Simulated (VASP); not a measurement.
GaAs, 2 atoms in the cell. It takes space group F-43m (No. 216, cubic). Conventional cell: a = 5.745 Å, b = 5.745 Å, c = 5.745 Å, α = 90.00°, β = 90.00°, γ = 90.00°. Ga (site symmetry -43m) has 4 As at 2.49 Å within 3.3 Å. Within 3.3 Å of As (site symmetry -43m) lie 4 Ga at 2.49 Å. 

| Quantity | Value |
| --- | --- |
| Program | VASP 6.6.1 |
| Task | vibrations by perturbation theory |
| Functional | PBE |
| Potentials or basis | VASP PAW PBE potentials, release 64 (Ga_d, As) |
| Cutoff | 520 eV |
| k mesh | 12 × 12 × 12 |
| Occupations | gaussian, width 0.01 eV |
| Spin | no spin polarisation |
| Dipole correction | no |
| Further INCAR settings | ALGO = Normal; EDIFF = 1e-08; NBANDS = 16; IBRION = 8; NSW = 1 |

Potentials or basis: VASP PAW PBE potentials, release 64 (Ga_d, As).

Launch:

```console
$ cat potpaw_PBE.64/Ga_d/POTCAR potpaw_PBE.64/As/POTCAR > POTCAR
$ mpirun -np 1 vasp_std > vasp.out
```

Hardware: 1 thread of Intel(R) Xeon(R) 6975P-C (Granite Rapids) (shared host).

Question: How long does it take, and how much memory?

Answer: Run time: 5.6 min on 1 thread of Intel(R) Xeon(R) 6975P-C (Granite Rapids), with other jobs on the host, peak memory 0.55 GiB. Counts: scf iterations 42, k points 72.
